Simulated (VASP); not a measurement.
# TiCo3 (Pm-3m) in VASP: notebook, part 2 of 2

VASP 6.6.1. Earlier steps stand in the parts before.

## 3. Single point, PBEsol, collinear spin, ferromagnetic start (8.92 Å³/atom)

The input, INCAR:

```
  ALGO = Normal
  EDIFF = 1E-6
  ENCUT = 520
  GGA = PS
  ISIF = 2
  ISMEAR = 0
  ISPIN = 2
  LASPH = True
  LCHARG = False
  LMAXMIX = 4
  LORBIT = 11
  LREAL = False
  LWAVE = False
  MAGMOM = 0.1 0.22 0.22 0.22
  NBANDS = 32
  NELM = 150
  NUPDOWN = 0.76
  PREC = Accurate
  SIGMA = 0.15
```

The input, KPOINTS:

```
k-points
0
Gamma
  12 12 12
```

The input, POSCAR:

```
TiCo3
1.0
    3.2921146286      0.0000000000      0.0000000000
    0.0000000000      3.2921146286      0.0000000000
    0.0000000000      0.0000000000      3.2921146286
Ti Co
1 3
Direct
    0.0000000000      0.0000000000      0.0000000000
    0.0000000000      0.5000000000      0.5000000000
    0.5000000000      0.0000000000      0.5000000000
    0.5000000000      0.5000000000      0.0000000000
```

Potentials or basis: VASP PAW PBE potentials, release 64 (Ti_sv, Co).

The run is started by

```
cat potpaw_PBE.64/Ti_sv/POTCAR potpaw_PBE.64/Co/POTCAR > POTCAR
mpirun -np 1 vasp_std > vasp.out
```

It took 3.3 min on 1 thread of Intel Xeon 8259CL, shared host; peak memory 0.25 GiB.

The run converged. Its results:

```yaml
Free_energy: -31.1098 eV
Pressure: 77.3 GPa
Net_moment: 0.76 μB per cell
Site_moments: Ti -0.04; Co +0.26 μB
Valence_electrons_inside_the_program's_atomic_spheres: Ti 10.98; Co 8.94
```

Caveat: the cell stands under pressure; the PAW data sets were made with another functional, which shifts forces and pressure a little; the total moment is fixed, so each spin has its own Fermi level.

## 4. Single point, PBEsol, collinear spin, ferromagnetic start (8.92 Å³/atom)

The input, INCAR:

```
SYSTEM = TiCo3
PREC = Accurate
ENCUT = 520
EDIFF = 1E-6
ISMEAR = 0
SIGMA = 0.15
LREAL = .False.
LASPH = .True.
NELM = 150
ALGO = Fast
ISIF = 2
LWAVE = .False.
LCHARG = .False.
ISPIN = 2
MAGMOM = 0.5 1.1 1.1 1.1
LORBIT = 11
NUPDOWN = 3.8
LMAXMIX = 4
GGA = PS
NBANDS = 32
```

The input, KPOINTS:

```
regular mesh
0
Gamma
  12 12 12
  0 0 0
```

POSCAR is that of step 3.

The run is started by

```
cat potpaw_PBE.64/Ti_sv/POTCAR potpaw_PBE.64/Co/POTCAR > POTCAR
mpirun -np 1 vasp_std > vasp.out
```

Run time: 4.4 min. Hardware: 1 thread of Intel Xeon 8259CL, shared host; peak memory 0.25 GiB.

It converged, with:

* Free energy: -29.8514 eV
* Pressure: 91.6 GPa
* Net moment: 3.80 μB per cell
* Site moments: Ti +0.13; Co +1.20 μB
* Valence electrons inside the program's atomic spheres: Ti 11.03; Co 8.93

Caveat: the cell stands under pressure; the PAW data sets were made with another functional, which shifts forces and pressure a little; the total moment is fixed, so each spin has its own Fermi level.

## 5. Single point, PBEsol, collinear spin, ferromagnetic start (9.61 Å³/atom)

This run uses another cell than the first one, of 9.61 Å³/atom.

The input, INCAR:

```
SYSTEM = TiCo3
PREC = Accurate ; ENCUT = 520
EDIFF = 1E-6 ; ISMEAR = 0
SIGMA = 0.15 ; LREAL = .FALSE.
LASPH = .TRUE. ; NELM = 150
ALGO = Normal ; ISIF = 2
LWAVE = .FALSE. ; LCHARG = .FALSE.
ISPIN = 2 ; MAGMOM = 0.4 0.88 0.88 0.88
LORBIT = 11 ; NUPDOWN = 3.04
LMAXMIX = 4 ; GGA = PS
NBANDS = 32
```

The input, KPOINTS:

```
Automatic mesh
0
G
  12 12 12
  0 0 0
```

The input, POSCAR:

```
TiCo3
1.0
    3.3744333754      0.0000000000      0.0000000000
    0.0000000000      3.3744333754      0.0000000000
    0.0000000000      0.0000000000      3.3744333754
Ti Co
1 3
Direct
    0.0000000000      0.0000000000      0.0000000000
    0.0000000000      0.5000000000      0.5000000000
    0.5000000000      0.0000000000      0.5000000000
    0.5000000000      0.5000000000      0.0000000000
```

Potentials or basis: VASP PAW PBE potentials, release 64 (Ti_sv, Co).

The run is started by

```
cat potpaw_PBE.64/Ti_sv/POTCAR potpaw_PBE.64/Co/POTCAR > POTCAR
mpirun -np 1 vasp_std > vasp.out
```

OUTCAR:

```text
SYSTEM = TiCo3
   PREC = Accurate
   ENCUT = 520
   EDIFF = 1E-6
   ISMEAR = 0
   LREAL = .FALSE.
   LASPH = .TRUE.
   NELM = 150
   ISIF = 2
   ISPIN = 2
   LORBIT = 11
   NUPDOWN = 3.04
   GGA = PS

 ion  position               nearest neighbor table
   1  0.000  0.000  0.000-   2 2.39   3 2.39   4 2.39   2 2.39   3 2.39   2 2.39   4 2.39   2 2.39
                             3 2.39   4 2.39   3 2.39   4 2.39
   2  0.000  0.500  0.500-   1 2.39   3 2.39   4 2.39   1 2.39   4 2.39   1 2.39   3 2.39   1 2.39
                             3 2.39   4 2.39   4 2.39   3 2.39
   3  0.500  0.000  0.500-   1 2.39   2 2.39   4 2.39   1 2.39   4 2.39   2 2.39   4 2.39   4 2.39
                             1 2.39   2 2.39   1 2.39   2 2.39
   4  0.500  0.500  0.000-   1 2.39   2 2.39   3 2.39   2 2.39   3 2.39   1 2.39   3 2.39   3 2.39
                             1 2.39   2 2.39   2 2.39   1 2.39

  LATTYP: Found a simple cubic cell.
 ALAT       =     3.3744333754

  Lattice vectors:

 A1 = (   3.3744333754,   0.0000000000,   0.0000000000)
 A2 = (   0.0000000000,   3.3744333754,   0.0000000000)
 A3 = (   0.0000000000,   0.0000000000,   3.3744333754)

[... 1846 lines left out ...]
  --------------------------------------------------------------------------------------
  -------------------------------------------------------------------------------------
  Total       11.9114003     11.9114003     11.9114003     -0.0000000     -0.0000000      0.0000000
  in kB      496.6733186    496.6733186    496.6733186     -0.0000000     -0.0000000      0.0000000
  external PRESSURE =     496.6733186 kB  Pullay stress =       0.0000000 kB

 VOLUME and BASIS-vectors are now :
 -----------------------------------------------------------------------------
  energy-cutoff  :      520.00
  volume of cell :       38.42
      direct lattice vectors                 reciprocal lattice vectors
     3.374433375  0.000000000  0.000000000     0.296346049  0.000000000  0.000000000
     0.000000000  3.374433375  0.000000000     0.000000000  0.296346049  0.000000000
     0.000000000  0.000000000  3.374433375     0.000000000  0.000000000  0.296346049

 POSITION                                       TOTAL-FORCE (eV/Angst)
 -----------------------------------------------------------------------------------
      0.00000      0.00000      0.00000         0.000000      0.000000      0.000000
      0.00000      1.68722      1.68722         0.000000      0.000000      0.000000
      1.68722      0.00000      1.68722         0.000000      0.000000      0.000000
      1.68722      1.68722      0.00000         0.000000      0.000000      0.000000
 -----------------------------------------------------------------------------------
    total drift:                                0.000000      0.000000      0.000000

  FREE ENERGIE OF THE ION-ELECTRON SYSTEM (eV)
  ---------------------------------------------------
  free  energy   TOTEN  =       -31.7236781431 eV

  energy  without entropy=      -31.6794983342  energy(sigma->0) =      -31.70158824

 total charge

# of ion       s       p       d       tot
------------------------------------------
    1        2.324   6.281   2.195  10.800
    2        0.597   0.687   7.451   8.736
    3        0.597   0.687   7.451   8.736
    4        0.597   0.687   7.451   8.736
--------------------------------------------------
tot          4.116   8.342  24.550  37.008

 magnetization (x)

# of ion       s       p       d       tot
------------------------------------------
    1        0.001  -0.008  -0.153  -0.161
    2       -0.001   0.019   1.036   1.054
    3       -0.001   0.019   1.036   1.054
    4       -0.001   0.019   1.036   1.054
--------------------------------------------------
tot         -0.002   0.047   2.957   3.001
```

Wall time 5.9 min (1 thread of Intel Xeon 8259CL, shared host); peak memory 0.28 GiB.

Results:

```
Free energy                                           : -31.7237 eV
Pressure                                              : 49.7 GPa
Net moment                                            : 3.04 μB per cell
Site moments                                          : Ti -0.16; Co +1.05 μB
Valence electrons inside the program's atomic spheres : Ti 10.80; Co 8.74
```

Caveat: the cell stands under pressure; the PAW data sets were made with another functional, which shifts forces and pressure a little; the total moment is fixed, so each spin has its own Fermi level.

## 6. The runs side by side

```tsv
fixed moment (μB)	cell	pressure (GPa)	moment (μB)
5.32	a = 3.292 Å, 4 atoms	104.3	5.32
0.76	a = 3.292 Å, 4 atoms	77.3	0.76
3.8	a = 3.292 Å, 4 atoms	91.6	3.80
3.04	a = 3.374 Å, 4 atoms	49.7	3.04
```

Alike in all rows: task single point; level PBEsol; potentials or basis VASP PAW PBE potentials, release 64 (Ti_sv, Co); spin collinear, ferromagnetic start; k mesh 12 × 12 × 12; cutoff (eV) 520; smearing gaussian 0.15 eV.

Caveats: the cell stands under pressure; the PAW data sets were made with another functional, which shifts forces and pressure a little; the total moment is fixed, so each spin has its own Fermi level.

Absolute energies hang on the potentials; compare differences alone.
